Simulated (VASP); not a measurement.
# FeO (R-3m) in VASP: further runs, part 2 of 2

VASP 6.6.1. The steps go on from the part before.

**3. Single point, PBE+U, collinear spin, ferromagnetic start**

File INCAR:

```
PREC = Accurate ; ENCUT = 520
EDIFF = 1E-6 ; ISMEAR = 0
SIGMA = 0.02 ; LREAL = F
LASPH = T ; NELM = 150
ALGO = Normal ; ISIF = 2
LWAVE = F ; LCHARG = F
ISPIN = 2 ; MAGMOM = 3.9 0.17
LORBIT = 11 ; LMAXMIX = 4
LDAU = T ; LDAUTYPE = 2
LDAUL = 2 -1 ; LDAUU = 5.3 0
LDAUJ = 0 0 ; LDAUPRINT = 1
GGA = PE ; NBANDS = 18
```

File KPOINTS:

```
Automatic mesh
0
Gamma
  12 12 12
```

File POSCAR:

```
FeO
1.0
    1.5845266723      0.9148269008      2.4827937714
   -1.5845266723      0.9148269008      2.4827937714
    0.0000000000     -1.8296538016      2.4827937714
Fe O
1 1
Direct
    0.0000000000      0.0000000000      0.0000000000
    0.5000000000      0.5000000000      0.5000000000
```

Potentials or basis: VASP PAW PBE potentials, release 64 (Fe, O).

Launch:

```bash
cat potpaw_PBE.64/Fe/POTCAR potpaw_PBE.64/O/POTCAR > POTCAR
mpirun -np 1 vasp_std > vasp.out
```

Run time: 54 s. Hardware: 1 thread of Intel Xeon 6975P-C (Granite Rapids), shared host; peak memory 0.23 GiB.

The run converged. Its results:

| Quantity | Value |
| --- | --- |
| Free energy | -12.5136 eV |
| Pressure | -9.4 GPa |
| Band gap on the k mesh | zero (filled and empty bands overlap) |
| Net moment | 4.00 μB per cell |
| Site moments | Fe +3.85; O +0.16 μB |
| Valence electrons inside the program's atomic spheres | Fe 6.65; O 4.98 |

Stress tensor (GPa, compression positive):
```
-10.47   0.00   0.00
  0.00 -10.47   0.00
  0.00   0.00  -7.39
```

Levels at points of the mesh, in eV from the Fermi level:
Spin up:
```tsv
k point	band 5	band 6	band 7	band 8	band 9	band 10	band 11	band 12	band 13	band 14
(0.00, 0.00, 0.00)	-6.31	-6.31	-3.38	-3.38	-3.13	-0.30	14.43	14.43	15.10	15.29
(0.50, 0.00, 0.00)	-6.18	-5.80	-4.54	-1.69	-1.65	3.94	7.58	11.89	12.33	17.46
(0.50, 0.50, 0.00)	-5.85	-5.79	-5.45	-4.55	-4.27	4.57	8.34	9.01	13.59	14.13
(0.50, 0.50, 0.50)	-5.65	-5.65	-4.73	-1.69	-1.69	3.63	8.18	11.40	11.40	16.62
```
Spin down:
```
           k point  band 2  band 3  band 4  band 5  band 6  band 7  band 8  band 9
(0.00, 0.00, 0.00)   -3.07   -3.07   -2.83   -0.91   -0.91    0.43    1.87    2.21
(0.50, 0.00, 0.00)   -7.43   -4.48   -4.04    0.29    0.38    2.73    4.08    4.10
(0.50, 0.50, 0.00)   -6.38   -4.23   -3.94   -1.55    0.40    2.38    2.74    2.95
(0.50, 0.50, 0.50)   -7.09   -4.37   -4.37    0.16    0.16    2.75    4.12    4.20
```

Eigenvalues of the final occupation matrices:
```tsv
site	spin	trace	eigenvalues
site 1 d	1	4.94	0.97 0.97 0.97 1.01 1.01
site 1 d	2	1.13	0.04 0.08 0.08 0.46 0.46
```

Caveat: a cell with one magnetic atom can't hold antiferromagnetic order, which such compounds often take.

**4. Electric field gradients, PBE+U, collinear spin, ferromagnetic start**

File INCAR:

```
ALGO = Normal ; EDIFF = 1E-8
ENCUT = 520 ; GGA = PE
ISIF = 2 ; ISMEAR = 0
ISPIN = 2 ; LASPH = True
LCHARG = False ; LDAU = True
LDAUJ = 0 0 ; LDAUL = 2 -1
LDAUPRINT = 1 ; LDAUTYPE = 2
LDAUU = 5.3 0 ; LEFG = True
LMAXMIX = 4 ; LORBIT = 11
LREAL = False ; LWAVE = False
MAGMOM = 3.9 0.17 ; NBANDS = 18
NELM = 150 ; PREC = Accurate
SIGMA = 0.02
```

File KPOINTS:

```
k-points
0
Gamma
  12 12 12
```

POSCAR is that of step 3.

Potentials or basis: VASP PAW PBE potentials, release 64 (Fe, O).

Launch:

```bash
cat potpaw_PBE.64/Fe/POTCAR potpaw_PBE.64/O/POTCAR > POTCAR
mpirun -np 1 vasp_std > vasp.out
```

OUTCAR:

```text
EDIFF = 1E-8
   ENCUT = 520
   GGA = PE
   ISIF = 2
   ISMEAR = 0
   ISPIN = 2
   LASPH = True
   LORBIT = 11
   LREAL = False
   NELM = 150
   PREC = Accurate

 ion  position               nearest neighbor table
   1  0.000  0.000  0.000-   2 2.21   2 2.21   2 2.21   2 2.21   2 2.21   2 2.21
   2  0.500  0.500  0.500-   1 2.21   1 2.21   1 2.21   1 2.21   1 2.21   1 2.21

  LATTYP: Found a trigonal (rhomboedric) cell.
 ALAT       =     3.0841364991
 COS(alpha) =     0.4720875287

[... 1291 lines left out ...]
   2       4.818     4.818    -9.635    -0.000     0.000    -0.000
---------------------------------------------------------------------

 Electric field gradients after diagonalization (V/A^2)
 (convention: |V_zz| > |V_xx| > |V_yy|)
----------------------------------------------------------------------
 ion       V_xx      V_yy      V_zz     asymmetry (V_yy - V_xx)/ V_zz
----------------------------------------------------------------------
   1     -20.182   -20.182    40.365       0.000
   2       4.818     4.818    -9.635       0.000
----------------------------------------------------------------------

           NMR quadrupolar parameters

 Cq : quadrupolar parameter    Cq=e*Q*V_zz/h
 eta: asymmetry parameters     (V_yy - V_xx)/ V_zz
 Q  : nuclear electric quadrupole moment in mb (millibarn)
----------------------------------------------------------------------
 ion       Cq(MHz)       eta       Q (mb)
----------------------------------------------------------------------
   1       0.098       0.000       1.000
   2      -0.023       0.000       1.000
----------------------------------------------------------------------

 total charge

# of ion       s       p       d       tot
------------------------------------------
    1        0.275   0.320   6.050   6.646
    2        1.553   3.427   0.000   4.980
--------------------------------------------------
tot          1.828   3.747   6.050  11.626

 magnetization (x)

# of ion       s       p       d       tot
------------------------------------------
    1        0.026   0.019   3.802   3.848
    2        0.017   0.144   0.000   0.161
--------------------------------------------------
tot          0.043   0.163   3.802   4.008
```

stdout:

```text
POSCAR found type information on POSCAR FeO
 POSCAR found :  2 types and       2 ions
 scaLAPACK will be used
 LDA part: xc-table for (Slater+PW92), standard interpolation
 POSCAR, INCAR and KPOINTS ok, starting setup
 FFT: planning ... GRIDC
 FFT: planning ... GRID_SOFT
 FFT: planning ... GRID
 WAVECAR not read
 entering main loop
ion   1

ion   2
```

Wall time 64 s (1 thread of Intel Xeon 6975P-C (Granite Rapids), shared host); peak memory 0.23 GiB.

Results:

| Item | Value |
| --- | --- |
| Free energy | -12.5136 eV |
| Pressure | -9.4 GPa |
| Band gap on the k mesh | zero (filled and empty bands overlap) |
| Net moment | 4.00 μB per cell |
| Site moments | Fe +3.85; O +0.16 μB |
| Valence electrons inside the program's atomic spheres | Fe 6.65; O 4.98 |

Stress tensor (GPa, compression positive):
```
-10.46   0.00   0.00
  0.00 -10.46   0.00
  0.00   0.00  -7.38
```

Levels at points of the mesh, in eV from the Fermi level:
Spin up:
| k point | band 5 | band 6 | band 7 | band 8 | band 9 | band 10 | band 11 | band 12 | band 13 | band 14 |
| --- | --- | --- | --- | --- | --- | --- | --- | --- | --- | --- |
| (0.00, 0.00, 0.00) | -6.31 | -6.31 | -3.38 | -3.38 | -3.13 | -0.30 | 14.43 | 14.43 | 15.10 | 15.30 |
| (0.50, 0.00, 0.00) | -6.18 | -5.80 | -4.54 | -1.69 | -1.65 | 3.94 | 7.58 | 11.89 | 12.33 | 17.46 |
| (0.50, 0.50, 0.00) | -5.85 | -5.79 | -5.45 | -4.55 | -4.27 | 4.57 | 8.34 | 9.01 | 13.59 | 14.13 |
| (0.50, 0.50, 0.50) | -5.65 | -5.65 | -4.73 | -1.69 | -1.69 | 3.63 | 8.18 | 11.40 | 11.40 | 16.62 |
Spin down:
| k point | band 1 | band 2 | band 3 | band 4 | band 5 | band 6 | band 7 | band 8 | band 9 | band 10 |
| --- | --- | --- | --- | --- | --- | --- | --- | --- | --- | --- |
| (0.00, 0.00, 0.00) | -19.61 | -3.07 | -3.07 | -2.83 | -0.91 | -0.91 | 0.43 | 1.87 | 2.21 | 2.21 |
| (0.50, 0.00, 0.00) | -18.62 | -7.43 | -4.48 | -4.04 | 0.29 | 0.38 | 2.73 | 4.08 | 4.10 | 4.38 |
| (0.50, 0.50, 0.00) | -18.49 | -6.38 | -4.23 | -3.94 | -1.55 | 0.40 | 2.38 | 2.74 | 2.95 | 6.11 |
| (0.50, 0.50, 0.50) | -18.52 | -7.09 | -4.37 | -4.37 | 0.16 | 0.16 | 2.75 | 4.12 | 4.20 | 4.20 |

Electric field gradients, principal values (V/Å²):
| atom | least | middle | greatest (by size) |
| --- | --- | --- | --- |
| 1 Fe | -20.182 | -20.182 | 40.365 |
| 2 O | 4.818 | 4.818 | -9.635 |

Eigenvalues of the final occupation matrices:
```tsv
site	spin	trace	eigenvalues
site 1 d	1	4.94	0.97 0.97 0.97 1.01 1.01
site 1 d	2	1.13	0.04 0.08 0.08 0.46 0.46
```

Caveat: without QUAD_EFG the Cq values of the log hold for a quadrupole moment of 1 mb, not for the nuclei; a cell with one magnetic atom can't hold antiferromagnetic order, which such compounds often take. The state reached can hang on the start; a lower one may exist.
